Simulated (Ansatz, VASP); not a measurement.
One calculation of Mg, two programs

Contents of INCAR:

```
SYSTEM = Mg
ALGO = Normal
EDIFF = 1E-6
EDIFFG = -0.01
ENCUT = 600
GGA = RE
IBRION = 2
ISIF = 3
ISMEAR = -1
IVDW = 12
LASPH = .TRUE.
LCHARG = .FALSE.
LREAL = .FALSE.
LWAVE = .FALSE.
NELM = 100
NSW = 80
PREC = Accurate
SIGMA = 0.05
```

The input KPOINTS:

```
k-points
0
G
  10 10 5
  0 0 0
```

Contents of POSCAR:

```
Mg
1.0
    3.2093000000      0.0000000000      0.0000000000
   -1.6046500000      2.7793353284      0.0000000000
    0.0000000000      0.0000000000      5.2103000000
Mg
2
Direct
    0.6666666667      0.3333333333      0.7500000000
    0.3333333333      0.6666666667      0.2500000000
```

The input input.yaml:

```yaml
crystal:
  lattice:
    - [3.2093, 0.0, 0.0]
    - [-1.60465, 2.7793353284, 0.0]
    - [0.0, 0.0, 5.2103]
  atoms:
    - { symbol: Mg, position: [0.6666666667, 0.3333333333, 0.75] }
    - { symbol: Mg, position: [0.3333333333, 0.6666666667, 0.25] }
kpoints:
  mp_grid: { grid: [10, 10, 5] }
scf:
  occupations: { method: fermi_dirac, width: 0.05 }
hamiltonian:
  xc: revpbe
  dispersion: d3bj
  pseudopotentials: { kind: all_electron, lapw: { basis_error: 0.001 } }
output:
  forces: true
  stress: true
relax:
  f_tol: 0.01
  max_steps: 60
  cell: {}
```

Alike in both runs: task relaxation of cell and atoms; functional revPBE; dispersion D3(BJ); k mesh 10 × 10 × 5; occupations fermi-dirac, width 0.05 eV; no spin polarisation.

```csv
,VASP,Ansatz
version,VASP 6.6.1,Ansatz 0.2.0
potentials or method,"VASP PAW PBE potentials, release 64 (Mg), cutoff 600 eV","all-electron LAPW, scalar-relativistic"
```

Ansatz gave:

| Property | Result |
| --- | --- |
| relaxed volume (Å³/atom) | 21.27 |
| relaxed cell length with the largest relative difference (Å) | 5.149 |

What did VASP give for the same quantities?

Relaxed volume (Å³/atom): 21.20; relaxed cell length with the largest relative difference (Å): 5.144.

VASP's potentials were made for PBE, not for revPBE. Ansatz ran all-electron here, and VASP with PAW potentials.
